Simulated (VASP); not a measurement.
# Mg3ZrN (P4/mmm) in VASP: a series of runs

Runs on Mg3ZrN. Level: PBE. Tasks: single point, relaxation of cell and atoms.

All numbers are computed with VASP 6.6.1; they aren't measurements. Logs are shortened: lines on timing, memory, paths and dates and some standing lists are left out, and cuts for length are marked.

## Step 1: The cell of the first run

It takes space group P4/mmm (No. 123, tetragonal). The conventional cell has a = 5.369 Å, b = 5.369 Å, c = 3.706 Å, α = 90.00°, β = 90.00°, γ = 90.00°. Within 3.5 Å of Mg (site symmetry mmm) lie 2 Mg at 2.68 Å and 4 Zr at 3.26 Å and 4 N at 3.26 Å. Mg (site symmetry 4/mmm) has 2 N at 1.85 Å within 2.5 Å. Within 4.3 Å of Zr (site symmetry 4/mmm) lie 16 Mg at 3.26 to 4.22 Å and 2 Zr at 3.71 Å and 4 N at 3.80 Å. N (site symmetry 4/mmm) has 2 Mg at 1.85 Å within 2.5 Å.

## Step 2: Single point, PBE

INCAR reads:

```
PREC = Accurate
ENCUT = 520
EDIFF = 1E-6
ISMEAR = 0
SIGMA = 0.1
LREAL = F
LASPH = T
NELM = 60
ALGO = Normal
ISIF = 2
LWAVE = F
LCHARG = F
GGA = PE
NBANDS = 20
```

KPOINTS reads:

```
Automatic mesh
0
Gamma
  8 8 10
```

POSCAR reads:

```
Mg3ZrN
1.0
    5.3692626004      0.0000000000      0.0000000000
    0.0000000000      5.3692626004      0.0000000000
    0.0000000000      0.0000000000      3.7058056325
Mg Zr N
3 1 1
Direct
    0.0000000000      0.5000000000      0.0000000000
    0.5000000000      0.0000000000      0.0000000000
    0.5000000000      0.5000000000      0.0000000000
    0.0000000000      0.0000000000      0.5000000000
    0.5000000000      0.5000000000      0.5000000000
```

Potentials or basis: VASP PAW PBE potentials, release 64 (Mg, Zr_sv, N).

On the command line:

```bash
cat potpaw_PBE.64/Mg/POTCAR potpaw_PBE.64/Zr_sv/POTCAR potpaw_PBE.64/N/POTCAR > POTCAR
mpirun -np 1 vasp_std > vasp.out
```

OUTCAR:

```text
PREC = Accurate
   ENCUT = 520
   EDIFF = 1E-6
   ISMEAR = 0
   LREAL = F
   LASPH = T
   NELM = 60
   ISIF = 2
   GGA = PE

 ion  position               nearest neighbor table
   1  0.000  0.500  0.000-   3 2.68   3 2.68   4 3.26   4 3.26   4 3.26   4 3.26
   2  0.500  0.000  0.000-   3 2.68   3 2.68   4 3.26   4 3.26   4 3.26   4 3.26
   3  0.500  0.500  0.000-   5 1.85   5 1.85   1 2.68   2 2.68   2 2.68   1 2.68
   4  0.000  0.000  0.500-   1 3.26   2 3.26   1 3.26   2 3.26   1 3.26   1 3.26   2 3.26   2 3.26

   5  0.500  0.500  0.500-   3 1.85   3 1.85

  LATTYP: Found a simple tetragonal cell.
 ALAT       =     5.3692626004
 C/A-ratio  =     0.6901889344

  Lattice vectors:

 A1 = (   5.3692626004,   0.0000000000,   0.0000000000)
 A2 = (   0.0000000000,   5.3692626004,   0.0000000000)
 A3 = (   0.0000000000,   0.0000000000,   3.7058056325)

Analysis of symmetry for initial positions (statically):
=====================================================================
 Subroutine PRICEL returns:
 Original cell was already a primitive cell.

 Routine SETGRP: Setting up the symmetry group for a
 simple tetragonal supercell.

 Subroutine GETGRP returns: Found 16 space group operations
 (whereof 16 operations were pure point group operations)
 out of a pool of 16 trial point group operations.

The static configuration has the point symmetry D_4h.

Analysis of symmetry for dynamics (positions and initial velocities):
=====================================================================
 Subroutine PRICEL returns:
 Original cell was already a primitive cell.

 Routine SETGRP: Setting up the symmetry group for a
 simple tetragonal supercell.

 Subroutine GETGRP returns: Found 16 space group operations
 (whereof 16 operations were pure point group operations)
 out of a pool of 16 trial point group operations.

The dynamic configuration has the point symmetry D_4h.

 Subroutine INISYM returns: Found 16 space group operations
 (whereof 16 operations are pure point group operations),
 and found     1 'primitive' translations

----------------------------------------------------------------------------------------

                                     Primitive cell

  volume of cell :     106.8346

  direct lattice vectors                    reciprocal lattice vectors
     5.369262600  0.000000000  0.000000000     0.186245314  0.000000000  0.000000000
     0.000000000  5.369262600  0.000000000     0.000000000  0.186245314  0.000000000
     0.000000000  0.000000000  3.705805633     0.000000000  0.000000000  0.269846856

  length of vectors
     5.369262600  5.369262600  3.705805633     0.186245314  0.186245314  0.269846856

  position of ions in fractional coordinates (direct lattice)
     0.000000000  0.500000000  0.000000000
     0.500000000  0.000000000  0.000000000
     0.500000000  0.500000000  0.000000000
     0.000000000  0.000000000  0.500000000
     0.500000000  0.500000000  0.500000000

  ion indices of the primitive-cell ions
   primitive index   ion index
                 1           1
                 2           2
                 3           3
                 4           4
                 5           5

----------------------------------------------------------------------------------------

 KPOINTS: Automatic mesh

Automatic generation of k-mesh.
 Grid dimensions read from file:
 generate k-points for:    8    8   10

 Generating k-lattice:

  Cartesian coordinates                     Fractional coordinates (reciprocal lattice)
     0.023280664  0.000000000  0.000000000     0.125000000  0.000000000  0.000000000
     0.000000000  0.023280664  0.000000000     0.000000000  0.125000000  0.000000000
     0.000000000  0.000000000  0.026984686     0.000000000  0.000000000  0.100000000

  Length of vectors
     0.023280664  0.023280664  0.026984686

  Shift w.r.t. Gamma in fractional coordinates (k-lattice)
     0.000000000  0.000000000  0.000000000

 Subroutine IBZKPT returns following result:
 ===========================================

 Found     90 irreducible k-points:

 Following reciprocal coordinates:
            Coordinates               Weight
  0.000000  0.000000  0.000000      1.000000
  0.125000  0.000000  0.000000      4.000000
  0.250000  0.000000  0.000000      4.000000
  0.375000  0.000000  0.000000      4.000000
  0.500000  0.000000  0.000000      2.000000
  0.125000  0.125000  0.000000      4.000000
[... 16 lines left out ...]
  0.375000  0.125000  0.100000     16.000000
  0.500000  0.125000  0.100000      8.000000
 [... further k-points ...]
   k-points           NKPTS =     90   k-points in BZ     NKDIM =     90   number of bands    NBANDS=     20
   number of dos      NEDOS =    301   number of ions     NIONS =      5
   total plane-waves  NPLWV =  44800
   dimension x,y,z NGX =    40 NGY =   40 NGZ =   28
   dimension x,y,z NGXF=    80 NGYF=   80 NGZF=   56
   ions per type =               3   1   1
   NGX,Y,Z   is equivalent  to a cutoff of  12.39, 12.39, 12.56 a.u.
   NGXF,Y,Z  is equivalent  to a cutoff of  24.77, 24.77, 25.12 a.u.
 SYSTEM =  unknown system
   PREC   = accura    normal or accurate (medium, high low for compatibility)
   ISTART =      0    job   : 0-new  1-cont  2-samecut
   ICHARG =      2    charge: 1-file 2-atom 10-const
   ISPIN  =      1    spin polarized calculation?
   LNONCOLLINEAR =      F non collinear calculations
   LSORBIT =      F    spin-orbit coupling
   LASPH  =      T    aspherical Exc in radial PAW
   ENCUT  =  520.0 eV  38.22 Ry    6.18 a.u.   9.98  9.98  6.89*2*pi/ulx,y,z
   NELM   =     60;   NELMIN=  2; NELMDL= -5     # of ELM steps
   EDIFF  = 0.1E-05   stopping-criterion for ELM
   LREAL  =      F    real-space projection
   EDIFFG = 0.1E-04   stopping-criterion for IOM
   NSW    =      0    number of steps for IOM
   IBRION =     -1    ionic relax: 0-MD 1-quasi-New 2-CG
   NFREE  =      0    steps in history (QN), initial steepest desc. (CG)
   ISIF   =      2    stress and relaxation
   ISYM   =      2    0-nonsym 1-usesym 2-fastsym
   POTIM  = 0.5000    time-step for ionic-motion
   TEBEG  =    0.0;   TEEND  =   0.0 temperature during run
   PSTRESS=    0.0 pullay stress
   NELECT =      23.0000    total number of electrons
   NUPDOWN=      -1.0000    fix difference up-down
   EMIN   =  10.00;   EMAX   =-10.00  energy-range for DOS
   EFERMI =   0.00;   METHOD = LEGACY
   ISMEAR =     0;   SIGMA  =   0.10  broadening in eV -4-tet -1-fermi 0-gaus
   EFERMI_NEDOS =   21; number of points for ismear=-14 and -15
   IALGO  =     38    algorithm
   IMIX   =      4    mixing-type and parameters
     AMIX     =   0.40;   BMIX     =  1.00
     AMIX_MAG =   1.60;   BMIX_MAG =  1.00
  volume/ion in A,a.u.               =      21.37       144.19
  Fermi-wavevector in a.u.,A,eV,Ry     =   0.981176  1.854153 13.098408  0.962706
  Thomas-Fermi vector in A             =   2.112162
   LORBIT       =      0    0 simple, 1 ext, 2 COOP (PROOUT), +10 PAW based schemes
   GGA     = PE    functional components
   LHFCALC =     F    Hartree Fock is set to
   AEXX    =    0.0000 exact exchange contribution
   IVDW    =     0    specifies the selected vdW correction
   LEPSILON=     F    determine dielectric tensor
   LRPA    =     F    only Hartree local field effects (RPA)
 non-spin polarized calculation
 Gauss-broadening in eV      SIGMA  =   0.10
  energy-cutoff  :      520.00
  volume of cell :      106.83
 maximum number of plane-waves:      2900
 NGX is ok and might be reduce to    40
   NGX = 19   NGY = 19   NGZ = 13

 number of electron      22.9999997 magnetization

 Free energy of the ion-electron system (eV)
  ---------------------------------------------------
  ext. energy  EPLUGINS =         0.00000000
  ---------------------------------------------------
  free energy    TOTEN  =       -17.64123492 eV

  energy without entropy =      -17.62257269  energy(sigma->0) =      -17.63190381

 E-fermi :   3.5302     XC(G=0):  -9.0452

 val. band max:        3.5277340048   @ k =   0.3750   0.1250   0.5000
 cond. band min:       3.5342819511   @ k =   0.5000   0.1250   0.2000
 fundamental gap:      0.0065479462
 Fermi energy:         3.5302130785

 k-point     1 :       0.0000    0.0000    0.0000
  band No.  band energies     occupation
      1     -46.2143      2.00000
      2     -24.2482      2.00000
      3     -24.2482      2.00000
      4     -23.9923      2.00000
      5      -9.6031      2.00000
      6      -1.3537      2.00000
[... 12 lines left out ...]
     19       8.7843      0.00000
     20       8.7843      0.00000

 k-point     2 :       0.1250    0.0000    0.0000
  band No.  band energies     occupation
      1     -46.2143      2.00000
      2     -24.2485      2.00000
      3     -24.2482      2.00000
      4     -23.9923      2.00000
      5      -9.5993      2.00000
      6      -1.3582      2.00000
[... 12 lines left out ...]
     19       8.5266      0.00000
     20       8.5687      0.00000

 k-point     3 :       0.2500    0.0000    0.0000
  band No.  band energies     occupation
      1     -46.2143      2.00000
      2     -24.2491      2.00000
      3     -24.2482      2.00000
      4     -23.9923      2.00000
      5      -9.5900      2.00000
      6      -1.3860      2.00000
[... 12 lines left out ...]
     19       8.1576      0.00000
     20       8.2653      0.00000

 k-point     4 :       0.3750    0.0000    0.0000
  band No.  band energies     occupation
      1     -46.2143      2.00000
      2     -24.2497      2.00000
      3     -24.2481      2.00000
      4     -23.9923      2.00000
      5      -9.5806      2.00000
      6      -1.4357      2.00000
[... 429 lines left out ...]
 k-point    23 :       0.3750    0.1250    0.1000
  band No.  band energies     occupation
      1     -46.2137      2.00000
      2     -24.2485      2.00000
      3     -24.2473      2.00000
      4     -24.0031      2.00000
      5      -9.5429      2.00000
      6      -1.2598      2.00000
[... 12 lines left out ...]
     19       7.8074      0.00000
     20       8.8700      0.00000

 k-point    24 :       0.5000    0.1250    0.1000
  band No.  band energies     occupation
      1     -46.2137      2.00000
      2     -24.2488      2.00000
      3     -24.2473      2.00000
      4     -24.0031      2.00000
      5      -9.5394      2.00000
      6      -1.2692      2.00000
[... 12 lines left out ...]
     19       7.6646      0.00000
     20       9.2166      0.00000

 [... further k-points ...]
[... 5 lines left out ...]
  --------------------------------------------------------------------------------------
  -------------------------------------------------------------------------------------
  Total       -0.0603634     -0.0603634      0.0954449      0.0000000      0.0000000      0.0000000
  in kB       -0.9052573     -0.9052573      1.4313675      0.0000000      0.0000000      0.0000000
  external PRESSURE =      -0.1263824 kB  Pullay stress =       0.0000000 kB

 VOLUME and BASIS-vectors are now :
 -----------------------------------------------------------------------------
  energy-cutoff  :      520.00
  volume of cell :      106.83
      direct lattice vectors                 reciprocal lattice vectors
     5.369262600  0.000000000  0.000000000     0.186245314  0.000000000  0.000000000
     0.000000000  5.369262600  0.000000000     0.000000000  0.186245314  0.000000000
     0.000000000  0.000000000  3.705805633     0.000000000  0.000000000  0.269846856

 POSITION                                       TOTAL-FORCE (eV/Angst)
 -----------------------------------------------------------------------------------
      0.00000      2.68463      0.00000         0.000000      0.000000      0.000000
      2.68463      0.00000      0.00000         0.000000      0.000000      0.000000
      2.68463      2.68463      0.00000         0.000000      0.000000      0.000000
      0.00000      0.00000      1.85290         0.000000      0.000000      0.000000
      2.68463      2.68463      1.85290         0.000000      0.000000      0.000000
 -----------------------------------------------------------------------------------
    total drift:                               -0.000000      0.000000     -0.000000

  FREE ENERGIE OF THE ION-ELECTRON SYSTEM (eV)
  ---------------------------------------------------
  free  energy   TOTEN  =       -17.6412349235 eV

  energy  without entropy=      -17.6225726894  energy(sigma->0) =      -17.63190381
```

Wall time 3.1 min (1 thread of Intel Xeon Platinum 8375C at 2.90GHz (Ice Lake), shared host); peak memory 0.34 GiB.

Results:

```
Free energy : -17.6412 eV
Pressure    : 0.0 GPa
```

Stress tensor (GPa, compression positive):
```
-0.09  0.00  0.00
 0.00 -0.09  0.00
 0.00  0.00  0.14
```

## Step 3: Relaxation of cell and atoms, PBE

This run uses another cell than the first one, of 18.44 Å³/atom, 0.863 times its volume.

INCAR reads:

```
SYSTEM = Mg3ZrN
ALGO     = Normal         ! electronic algorithm
EDIFF    = 1E-6           ! SCF threshold, eV
EDIFFG   = -0.04          ! ionic threshold
ENCUT    = 600            ! plane-wave cutoff, eV
GGA      = PE             ! functional
IBRION   = 2              ! ionic algorithm
ISIF     = 3              ! what is computed and relaxed
ISMEAR   = 0              ! smearing method
LASPH    = .True.         ! aspherical terms in the spheres
LCHARG   = .False.        ! write CHGCAR
LREAL    = .False.        ! projectors in reciprocal space
LWAVE    = .False.        ! write WAVECAR
NELM     = 80             ! most SCF steps
NSW      = 90             ! ionic steps
PREC     = Accurate       ! precision mode
SIGMA    = 0.1            ! smearing width, eV
```

KPOINTS reads:

```
k-points
0
Gamma
  4 4 6
  0 0 0
```

POSCAR: that of step 2 with these lines changed.

```diff
@@ -2,5 +2,5 @@
 1.0
-    5.3692626004      0.0000000000      0.0000000000
-    0.0000000000      5.3692626004      0.0000000000
-    0.0000000000      0.0000000000      3.7058056325
+    5.3738066500      0.0000000000      0.0000000000
+    0.0000000000      5.3738066500      0.0000000000
+    0.0000000000      0.0000000000      3.1925723900
 Mg Zr N
```

Potentials or basis: VASP PAW PBE potentials, release 64 (Mg, Zr_sv, N).

On the command line:

```bash
cat potpaw_PBE.64/Mg/POTCAR potpaw_PBE.64/Zr_sv/POTCAR potpaw_PBE.64/N/POTCAR > POTCAR
mpirun -np 1 vasp_std > vasp.out
```

Wall time 5.6 min (1 thread of Intel Xeon Platinum 8375C at 2.90GHz (Ice Lake), shared host); peak memory 0.28 GiB.

It converged, with:

| Quantity | Value |
| --- | --- |
| Free energy | -17.6290 eV |
| Relaxed volume | 21.32 Å³/atom |
| Relaxed cell | a = 5.363 Å, b = 5.363 Å, c = 3.707 Å, α = 90.00°, β = 90.00°, γ = 90.00° |
| Space group after relaxing (to 0.05 Å) | P4/mmm (No. 123) |
| Energy gained by relaxing | 466.8 meV/atom |
| Ionic steps | 7 |
| Pressure after relaxing | 0.1 GPa |

Stress tensor (GPa, compression positive):
```
0.02 0.00 0.00
0.00 0.02 0.00
0.00 0.00 0.19
```

Step by step:
```csv
step,energy change (eV),largest force (eV/Å),pressure (GPa),volume (Å³)
1,0.0000,0.0000,23.56,92.19
2,-0.9652,0.0000,-9.41,129.95
3,-2.3204,0.0000,-1.32,110.12
4,-2.3246,0.0000,-0.87,109.52
5,-2.3254,0.0000,-0.59,109.14
6,-2.3311,0.0000,-0.32,108.04
7,-2.3338,0.0000,0.08,106.61
```

Final structure:
```
Mg Zr N
1.0
     5.36305    0.00000    0.00000
     0.00000    5.36305    0.00000
     0.00000    0.00000    3.70660
Mg Zr N
3 1 1
Direct
  0.00000 0.50000 0.00000
  0.50000 0.00000 0.00000
  0.50000 0.50000 0.00000
  0.00000 0.00000 0.50000
  0.50000 0.50000 0.50000
```

Levels at points of the mesh, in eV from the Fermi level:
```tsv
k point	band 8	band 9	band 10	band 11	band 12	band 13	band 14	band 15
(0.00, 0.00, 0.00)	-2.78	-2.19	-2.13	-0.50	0.29	1.40	1.51	1.51
(0.50, 0.00, 0.00)	-2.83	-2.18	-1.49	-0.26	0.72	0.80	1.10	1.31
(0.50, 0.50, 0.00)	-3.02	-2.15	-1.25	0.30	0.39	0.42	1.23	2.27
(0.00, 0.00, 0.50)	-1.81	-1.60	-1.22	-1.22	-1.18	-0.70	0.97	1.76
(0.50, 0.00, 0.50)	-2.08	-1.95	-1.39	-0.93	0.28	0.51	0.98	1.40
(0.50, 0.50, 0.50)	-2.41	-2.37	-2.37	-0.38	0.37	0.68	2.20	2.20
```

Caveat: the volume moved by over 15 % at a fixed basis, so the end points are rough.
